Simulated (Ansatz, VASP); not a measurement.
## SiC: VASP beside Ansatz

```
Si C
1.0
     2.95234    0.00000    0.00000
    -1.47617    2.55680    0.00000
     0.00000    0.00000    4.84618
Si C
2 2
Direct
  0.33333 0.66667 0.99968
  0.66667 0.33333 0.49968
  0.33333 0.66667 0.37532
  0.66667 0.33333 0.87532
```

Change from the starting cell: hydrostatic strain -4.0%.

Alike in both runs: task single point; functional r2SCAN; k mesh 12 × 12 × 6; no spin polarisation.

|  | VASP | Ansatz |
| --- | --- | --- |
| version | VASP 6.6.1 | Ansatz 0.2.0 |
| potentials or method | VASP PAW PBE potentials, release 64 (Si, C) | plane waves, PAW |
| plane-wave cutoff (eV) | 520 | 500 |
| occupations | gaussian, width 0.01 eV | fixed |
| valence electrons in the cell | 16 | 16 |

Ansatz gave:

| Item | Value |
| --- | --- |
| gap on the k mesh at the Fermi level (eV) | 2.45 |
| pressure (GPa) | 35.3 |
| traceless stress, the component that is largest in VASP (GPa) | -0.59 |

Problem. What did VASP give for the same quantities?

Solution. gap on the k mesh at the Fermi level (eV): 2.46; pressure (GPa): 35.0; traceless stress, the component that is largest in VASP (GPa): -0.57.

VASP's potentials were made for PBE, not for r2SCAN. Both programs put the cell under a high pressure, so it lies far from rest at this level.
